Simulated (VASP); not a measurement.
# TiTe2 (Fm-3m) in VASP: settings compared

The runs below take TiTe2 through single point, with PBEsol, LDA, PBE.

Program: VASP 6.6.1. These are calculated values, not measurements. Logs are shortened: lines on timing, memory, paths and dates and some standing lists are left out, and cuts for length are marked.

## (1) The cell of the first run

Symmetry: Fm-3m, No. 225, cubic system. The conventional cell has a = 6.759 Å, b = 6.759 Å, c = 6.759 Å, α = 90.00°, β = 90.00°, γ = 90.00°. Within 3.9 Å of Ti (site symmetry m-3m) lie 8 Te at 2.93 Å. Te (site symmetry -43m) has 4 Ti at 2.93 Å and 6 Te at 3.38 Å within 3.9 Å.

## (2) Single point, PBEsol

Input file INCAR:

```
SYSTEM = TiTe2
PREC = Accurate ; ENCUT = 520
EDIFF = 1E-6 ; ISMEAR = -1
SIGMA = 0.02 ; LREAL = .FALSE.
LASPH = .TRUE. ; NELM = 60
ALGO = Normal ; ISIF = 2
LWAVE = .FALSE. ; LCHARG = .FALSE.
GGA = PS ; NBANDS = 19
```

Input file KPOINTS:

```
Automatic mesh
0
G
  6 6 6
  0 0 0
```

Input file POSCAR:

```
TiTe2
1.0
    0.0000000000      3.3795032317      3.3795032317
    3.3795032317      0.0000000000      3.3795032317
    3.3795032317      3.3795032317      0.0000000000
Ti Te
1 2
Direct
    0.0000000000      0.0000000000      0.0000000000
    0.2500000000      0.2500000000      0.2500000000
    0.7500000000      0.7500000000      0.7500000000
```

Potentials or basis: VASP PAW PBE potentials, release 64 (Ti_sv, Te).

Command:

```bash
cat potpaw_PBE.64/Ti_sv/POTCAR potpaw_PBE.64/Te/POTCAR > POTCAR
mpirun -np 1 vasp_std > vasp.out
```

OUTCAR:

```text
SYSTEM = TiTe2
   PREC = Accurate
   ENCUT = 520
   EDIFF = 1E-6
   ISMEAR = -1
   LREAL = .FALSE.
   LASPH = .TRUE.
   NELM = 60
   ISIF = 2
   GGA = PS

 ion  position               nearest neighbor table
   1  0.000  0.000  0.000-   2 2.93   3 2.93   3 2.93   3 2.93   3 2.93   2 2.93   2 2.93   2 2.93

   2  0.250  0.250  0.250-   1 2.93   1 2.93   1 2.93   1 2.93   3 3.38   3 3.38   3 3.38   3 3.38
                             3 3.38   3 3.38
   3  0.750  0.750  0.750-   1 2.93   1 2.93   1 2.93   1 2.93   2 3.38   2 3.38   2 3.38   2 3.38
                             2 3.38   2 3.38

  LATTYP: Found a face centered cubic cell.
 ALAT       =     6.7590064634

  Lattice vectors:

 A1 = (   0.0000000000,   3.3795032317,   3.3795032317)
 A2 = (   3.3795032317,   0.0000000000,   3.3795032317)
 A3 = (   3.3795032317,   3.3795032317,   0.0000000000)

Analysis of symmetry for initial positions (statically):
=====================================================================
 Subroutine PRICEL returns:
 Original cell was already a primitive cell.

 Routine SETGRP: Setting up the symmetry group for a
 face centered cubic supercell.

 Subroutine GETGRP returns: Found 48 space group operations
 (whereof 48 operations were pure point group operations)
 out of a pool of 48 trial point group operations.

The static configuration has the point symmetry O_h .

Analysis of symmetry for dynamics (positions and initial velocities):
=====================================================================
 Subroutine PRICEL returns:
 Original cell was already a primitive cell.

 Routine SETGRP: Setting up the symmetry group for a
 face centered cubic supercell.

 Subroutine GETGRP returns: Found 48 space group operations
 (whereof 48 operations were pure point group operations)
 out of a pool of 48 trial point group operations.

The dynamic configuration has the point symmetry O_h .

 Subroutine INISYM returns: Found 48 space group operations
 (whereof 48 operations are pure point group operations),
 and found     1 'primitive' translations

----------------------------------------------------------------------------------------

                                     Primitive cell

  volume of cell :      77.1949

  direct lattice vectors                    reciprocal lattice vectors
     0.000000000  3.379503232  3.379503232    -0.147950739  0.147950739  0.147950739
     3.379503232  0.000000000  3.379503232     0.147950739 -0.147950739  0.147950739
     3.379503232  3.379503232  0.000000000     0.147950739  0.147950739 -0.147950739

  length of vectors
     4.779339304  4.779339304  4.779339304     0.256258197  0.256258197  0.256258197

  position of ions in fractional coordinates (direct lattice)
     0.000000000  0.000000000  0.000000000
     0.250000000  0.250000000  0.250000000
     0.750000000  0.750000000  0.750000000

  ion indices of the primitive-cell ions
   primitive index   ion index
                 1           1
                 2           2
                 3           3

----------------------------------------------------------------------------------------

 KPOINTS: Automatic mesh

Automatic generation of k-mesh.
 Grid dimensions read from file:
 generate k-points for:    6    6    6

 Generating k-lattice:

  Cartesian coordinates                     Fractional coordinates (reciprocal lattice)
    -0.024658456  0.024658456  0.024658456     0.166666667  0.000000000  0.000000000
     0.024658456 -0.024658456  0.024658456     0.000000000  0.166666667  0.000000000
     0.024658456  0.024658456 -0.024658456     0.000000000  0.000000000  0.166666667

  Length of vectors
     0.042709699  0.042709699  0.042709699

  Shift w.r.t. Gamma in fractional coordinates (k-lattice)
     0.000000000  0.000000000  0.000000000

 Subroutine IBZKPT returns following result:
 ===========================================

 Found     16 irreducible k-points:

 Following reciprocal coordinates:
            Coordinates               Weight
  0.000000  0.000000  0.000000      1.000000
  0.166667  0.000000  0.000000      8.000000
  0.333333  0.000000  0.000000      8.000000
  0.500000  0.000000  0.000000      4.000000
  0.166667  0.166667  0.000000      6.000000
  0.333333  0.166667  0.000000     24.000000
[... 8 lines left out ...]
 -0.333333  0.333333  0.166667     24.000000
 -0.333333  0.500000  0.166667     12.000000
   k-points           NKPTS =     16   k-points in BZ     NKDIM =     16   number of bands    NBANDS=     19
   number of dos      NEDOS =    301   number of ions     NIONS =      3
   total plane-waves  NPLWV =  46656
   dimension x,y,z NGX =    36 NGY =   36 NGZ =   36
   dimension x,y,z NGXF=    72 NGYF=   72 NGZF=   72
   ions per type =               1   2
   NGX,Y,Z   is equivalent  to a cutoff of  12.52, 12.52, 12.52 a.u.
   NGXF,Y,Z  is equivalent  to a cutoff of  25.04, 25.04, 25.04 a.u.
 SYSTEM =  TiTe2
   PREC   = accura    normal or accurate (medium, high low for compatibility)
   ISTART =      0    job   : 0-new  1-cont  2-samecut
   ICHARG =      2    charge: 1-file 2-atom 10-const
   ISPIN  =      1    spin polarized calculation?
   LNONCOLLINEAR =      F non collinear calculations
   LSORBIT =      F    spin-orbit coupling
   LASPH  =      T    aspherical Exc in radial PAW
   ENCUT  =  520.0 eV  38.22 Ry    6.18 a.u.   8.89  8.89  8.89*2*pi/ulx,y,z
   NELM   =     60;   NELMIN=  2; NELMDL= -5     # of ELM steps
   EDIFF  = 0.1E-05   stopping-criterion for ELM
   LREAL  =      F    real-space projection
   EDIFFG = 0.1E-04   stopping-criterion for IOM
   NSW    =      0    number of steps for IOM
   IBRION =     -1    ionic relax: 0-MD 1-quasi-New 2-CG
   NFREE  =      0    steps in history (QN), initial steepest desc. (CG)
   ISIF   =      2    stress and relaxation
   ISYM   =      2    0-nonsym 1-usesym 2-fastsym
   POTIM  = 0.5000    time-step for ionic-motion
   TEBEG  =    0.0;   TEEND  =   0.0 temperature during run
   PSTRESS=    0.0 pullay stress
   NELECT =      24.0000    total number of electrons
   NUPDOWN=      -1.0000    fix difference up-down
   EMIN   =  10.00;   EMAX   =-10.00  energy-range for DOS
   EFERMI =   0.00;   METHOD = LEGACY
   ISMEAR =    -1;   SIGMA  =   0.02  broadening in eV -4-tet -1-fermi 0-gaus
   EFERMI_NEDOS =   21; number of points for ismear=-14 and -15
   IALGO  =     38    algorithm
   IMIX   =      4    mixing-type and parameters
     AMIX     =   0.40;   BMIX     =  1.00
     AMIX_MAG =   1.60;   BMIX_MAG =  1.00
  volume/ion in A,a.u.               =      25.73       173.65
  Fermi-wavevector in a.u.,A,eV,Ry     =   1.109045  2.095791 16.734896  1.229980
  Thomas-Fermi vector in A             =   2.245579
   LORBIT       =      0    0 simple, 1 ext, 2 COOP (PROOUT), +10 PAW based schemes
   GGA     = PS    functional components
   LHFCALC =     F    Hartree Fock is set to
   AEXX    =    0.0000 exact exchange contribution
   IVDW    =     0    specifies the selected vdW correction
   LEPSILON=     F    determine dielectric tensor
   LRPA    =     F    only Hartree local field effects (RPA)
 non-spin polarized calculation
  energy-cutoff  :      520.00
  volume of cell :       77.19
 maximum number of plane-waves:      2092
   NGX = 17   NGY = 17   NGZ = 17

 number of electron      24.0000006 magnetization

 Free energy of the ion-electron system (eV)
  ---------------------------------------------------
  ext. energy  EPLUGINS =         0.00000000
  ---------------------------------------------------
  free energy    TOTEN  =       -16.36196433 eV

  energy without entropy =      -16.35546938  energy(sigma->0) =      -16.35871685

 E-fermi :   7.8940     XC(G=0): -10.1517

 val. band max:        7.8357364461   @ k =  -0.1667   0.1667   0.0000
 cond. band min:       7.9131469498   @ k =   0.5000   0.0000   0.0000
 fundamental gap:      0.0774105037
 Fermi energy:         7.8939554919

 k-point     1 :       0.0000    0.0000    0.0000
  band No.  band energies     occupation
      1     -49.5092      2.00000
      2     -25.8752      2.00000
      3     -25.8752      2.00000
      4     -25.8752      2.00000
      5      -5.6935      2.00000
      6      -1.4910      2.00000
[... 11 lines left out ...]
     18      10.7285      0.00000
     19      10.7285      0.00000

 k-point     2 :       0.1667    0.0000    0.0000
  band No.  band energies     occupation
      1     -49.5091      2.00000
      2     -25.8766      2.00000
      3     -25.8754      2.00000
      4     -25.8754      2.00000
      5      -5.4765      2.00000
      6      -1.9503      2.00000
[... 11 lines left out ...]
     18      11.5797      0.00000
     19      11.5800      0.00000

 k-point     3 :       0.3333    0.0000    0.0000
  band No.  band energies     occupation
      1     -49.5090      2.00000
      2     -25.8796      2.00000
      3     -25.8758      2.00000
      4     -25.8758      2.00000
      5      -4.8638      2.00000
      6      -2.9141      2.00000
[... 11 lines left out ...]
     18      12.4954      0.00000
     19      13.0570      0.00000

 k-point     4 :       0.5000    0.0000    0.0000
  band No.  band energies     occupation
      1     -49.5090      2.00000
      2     -25.8810      2.00000
      3     -25.8760      2.00000
      4     -25.8760      2.00000
      5      -4.0482      2.00000
      6      -3.8638      2.00000
[... 11 lines left out ...]
     18      13.6109      0.00000
     19      14.0753      0.00000

 k-point     5 :       0.1667    0.1667    0.0000
  band No.  band energies     occupation
      1     -49.5091      2.00000
      2     -25.8767      2.00000
      3     -25.8756      2.00000
      4     -25.8756      2.00000
      5      -5.4086      2.00000
      6      -2.0232      2.00000
[... 11 lines left out ...]
     18      10.4805      0.00000
     19      12.4710      0.00000

 k-point     6 :       0.3333    0.1667    0.0000
  band No.  band energies     occupation
      1     -49.5090      2.00000
      2     -25.8788      2.00000
      3     -25.8762      2.00000
      4     -25.8761      2.00000
      5      -4.9454      2.00000
      6      -2.6712      2.00000
[... 11 lines left out ...]
     18      11.1411      0.00000
     19      13.5635      0.00000

 k-point     7 :       0.5000    0.1667    0.0000
  band No.  band energies     occupation
      1     -49.5090      2.00000
      2     -25.8805      2.00000
      3     -25.8769      2.00000
      4     -25.8763      2.00000
      5      -4.1932      2.00000
      6      -3.5547      2.00000
[... 11 lines left out ...]
     18      12.1459      0.00000
     19      14.0729      0.00000

 k-point     8 :      -0.3333    0.1667    0.0000
  band No.  band energies     occupation
      1     -49.5090      2.00000
      2     -25.8800      2.00000
      3     -25.8771      2.00000
      4     -25.8760      2.00000
      5      -4.4477      2.00000
      6      -3.3009      2.00000
[... 11 lines left out ...]
     18      12.4545      0.00000
     19      13.2930      0.00000

 k-point     9 :      -0.1667    0.1667    0.0000
  band No.  band energies     occupation
      1     -49.5091      2.00000
      2     -25.8781      2.00000
      3     -25.8763      2.00000
      4     -25.8756      2.00000
      5      -5.1325      2.00000
      6      -2.4805      2.00000
[... 11 lines left out ...]
     18      11.8096      0.00000
     19      11.9279      0.00000

 k-point    10 :       0.3333    0.3333    0.0000
  band No.  band energies     occupation
      1     -49.5090      2.00000
      2     -25.8798      2.00000
      3     -25.8767      2.00000
      4     -25.8767      2.00000
      5      -4.6909      2.00000
      6      -2.7600      2.00000
[... 11 lines left out ...]
     18      10.6484      0.00000
     19      13.8321      0.00000

 k-point    11 :       0.5000    0.3333    0.0000
  band No.  band energies     occupation
      1     -49.5089      2.00000
      2     -25.8805      2.00000
      3     -25.8776      2.00000
      4     -25.8769      2.00000
      5      -4.2219      2.00000
      6      -3.1905      2.00000
[... 11 lines left out ...]
     18      11.0811      0.00000
     19      14.6509      0.00000

 k-point    12 :      -0.3333    0.3333    0.0000
  band No.  band energies     occupation
      1     -49.5089      2.00000
      2     -25.8794      2.00000
      3     -25.8791      2.00000
      4     -25.8766      2.00000
      5      -3.8199      2.00000
      6      -3.7303      2.00000
[... 11 lines left out ...]
     18      11.9752      0.00000
     19      13.2379      0.00000

 k-point    13 :       0.5000    0.5000    0.0000
  band No.  band energies     occupation
      1     -49.5089      2.00000
      2     -25.8813      2.00000
      3     -25.8772      2.00000
      4     -25.8772      2.00000
      5      -4.1965      2.00000
      6      -3.0453      2.00000
[... 11 lines left out ...]
     18      10.8488      0.00000
     19      14.1261      0.00000

 k-point    14 :       0.5000    0.3333    0.1667
  band No.  band energies     occupation
      1     -49.5090      2.00000
      2     -25.8797      2.00000
      3     -25.8776      2.00000
      4     -25.8765      2.00000
      5      -4.4401      2.00000
      6      -3.1450      2.00000
[... 11 lines left out ...]
     18      11.4292      0.00000
     19      13.7448      0.00000

 k-point    15 :      -0.3333    0.3333    0.1667
  band No.  band energies     occupation
      1     -49.5089      2.00000
      2     -25.8798      2.00000
      3     -25.8784      2.00000
      4     -25.8768      2.00000
      5      -3.8018      2.00000
      6      -3.7497      2.00000
[... 11 lines left out ...]
     18      12.2027      0.00000
     19      12.5659      0.00000

 k-point    16 :      -0.3333    0.5000    0.1667
  band No.  band energies     occupation
      1     -49.5089      2.00000
      2     -25.8803      2.00000
      3     -25.8782      2.00000
      4     -25.8772      2.00000
      5      -3.9678      2.00000
      6      -3.4083      2.00000
[... 11 lines left out ...]
     18      11.3228      0.00000
     19      13.3288      0.00000

------------------------ aborting loop because EDIFF is reached ----------------------------------------

  FORCE on cell =-STRESS in cart. coord.  units (eV):
  Direction    XX          YY          ZZ          XY          YZ          ZX
  --------------------------------------------------------------------------------------
  -------------------------------------------------------------------------------------
  Total        0.0560156      0.0560156      0.0560156      0.0000000      0.0000000     -0.0000000
  in kB        1.1626019      1.1626019      1.1626019      0.0000000      0.0000000     -0.0000000
  external PRESSURE =       1.1626019 kB  Pullay stress =       0.0000000 kB

 VOLUME and BASIS-vectors are now :
 -----------------------------------------------------------------------------
  energy-cutoff  :      520.00
  volume of cell :       77.19
      direct lattice vectors                 reciprocal lattice vectors
     0.000000000  3.379503232  3.379503232    -0.147950739  0.147950739  0.147950739
     3.379503232  0.000000000  3.379503232     0.147950739 -0.147950739  0.147950739
     3.379503232  3.379503232  0.000000000     0.147950739  0.147950739 -0.147950739

 POSITION                                       TOTAL-FORCE (eV/Angst)
 -----------------------------------------------------------------------------------
      0.00000      0.00000      0.00000         0.000000      0.000000      0.000000
      1.68975      1.68975      1.68975         0.000000      0.000000     -0.000000
      5.06925      5.06925      5.06925        -0.000000     -0.000000      0.000000
 -----------------------------------------------------------------------------------
    total drift:                               -0.000000      0.000000      0.000000

  FREE ENERGIE OF THE ION-ELECTRON SYSTEM (eV)
  ---------------------------------------------------
  free  energy   TOTEN  =       -16.3619643278 eV

  energy  without entropy=      -16.3554693817  energy(sigma->0) =      -16.35871685
```

Wall time 12 s (1 thread of Intel Xeon 6975P-C (Granite Rapids), shared host); peak memory 0.2 GiB.

Results:

| Item | Value |
| --- | --- |
| Free energy | -16.3620 eV |
| Pressure | 0.1 GPa |
| Band gap on the k mesh | zero (band 12 reaches 7.98 eV, above the bottom of band 13 at 7.59 eV) |

Caveat: the PAW data sets were made with another functional, which shifts forces and pressure a little; spin-orbit coupling is left out, which moves the levels of the heavy elements.

## (3) Single point, LDA

This run uses another cell than the first one, of 25.11 Å³/atom, 0.976 times its volume.

Input file INCAR:

```
SYSTEM = TiTe2
PREC = Accurate
ENCUT = 520
EDIFF = 1E-6
ISMEAR = -1
SIGMA = 0.02
LREAL = .False.
LASPH = .True.
NELM = 60
ALGO = Normal
ISIF = 2
LWAVE = .False.
LCHARG = .False.
NBANDS = 19
```

Input file KPOINTS:

```
Automatic mesh
0
Gamma
  6 6 6
  0 0 0
```

Input file POSCAR:

```
TiTe2
1.0
    0.0000000000      3.3521294337      3.3521294337
    3.3521294337      0.0000000000      3.3521294337
    3.3521294337      3.3521294337      0.0000000000
Ti Te
1 2
Direct
    0.0000000000      0.0000000000      0.0000000000
    0.2500000000      0.2500000000      0.2500000000
    0.7500000000      0.7500000000      0.7500000000
```

Potentials or basis: VASP PAW LDA potentials, release 64 (Ti_sv, Te).

Command:

```bash
cat potpaw_LDA.64/Ti_sv/POTCAR potpaw_LDA.64/Te/POTCAR > POTCAR
mpirun -np 1 vasp_std > vasp.out
```

It took 11 s on 1 thread of Intel Xeon 6975P-C (Granite Rapids), shared host; peak memory 0.18 GiB.

It converged, with:

```
Free energy            : -17.1435 eV
Pressure               : 0.2 GPa
Band gap on the k mesh : zero (band 12 reaches 8.27 eV, above the bottom of band 13 at 7.84 eV)
```

Levels at points of the mesh, in eV from the Fermi level:
```
           k point  band 9  band 10  band 11  band 12  band 13  band 14  band 15  band 16
(0.00, 0.00, 0.00)   -4.58    -0.22    -0.22    -0.18    -0.18    -0.18     2.45     2.45
(0.50, 0.00, 0.00)   -3.29    -2.81    -2.81    -2.58     0.02     0.02     1.15     2.45
(0.50, 0.50, 0.00)   -4.92    -1.19    -1.19    -0.58     0.25     1.16     2.06     3.02
```

Caveat: spin-orbit coupling is left out, which moves the levels of the heavy elements.

(Continued in part 2 of 2.)
